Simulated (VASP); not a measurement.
A run of VASP 6.6.1:

INCAR

```
SYSTEM = Tl
PREC = Accurate
ENCUT = 520
EDIFF = 1E-6
ISMEAR = -1
SIGMA = 0.1
LREAL = .False.
LASPH = .True.
NELM = 60
ALGO = Normal
ISIF = 2
LWAVE = .False.
LCHARG = .True.
GGA = RE
LELF = .True.
LVHAR = .True.
NBANDS = 26
```

KPOINTS

```
regular mesh
0
Gamma
  7 7 10
  0 0 0
```

The input POSCAR:

```
Tl
1.0
    5.9494949440      0.0000000000      0.0000000000
   -2.9747474720      5.1524137612      0.0000000000
    0.0000000000      0.0000000000      3.6584037017
Tl
3
Direct
    1.0000000000      1.0000000000      1.0000000000
    0.3333333333      0.6666666667      0.5000000000
    0.6666666667      0.3333333333      0.5000000000
```

Potentials or basis: VASP PAW PBE potentials, release 64 (Tl_d).

Run with:

```bash
$ cat potpaw_PBE.64/Tl_d/POTCAR > POTCAR
$ mpirun -np 1 vasp_std > vasp.out
```

Hardware: 1 thread of Intel(R) Xeon(R) 6975P-C (Granite Rapids) (shared host).

Question: Estimate the wall time of this run.

Answer: Wall time 45 s on 1 thread of Intel(R) Xeon(R) 6975P-C (Granite Rapids), on a shared host, peak memory 0.3 GiB. Counts: scf iterations 11, k points 48.
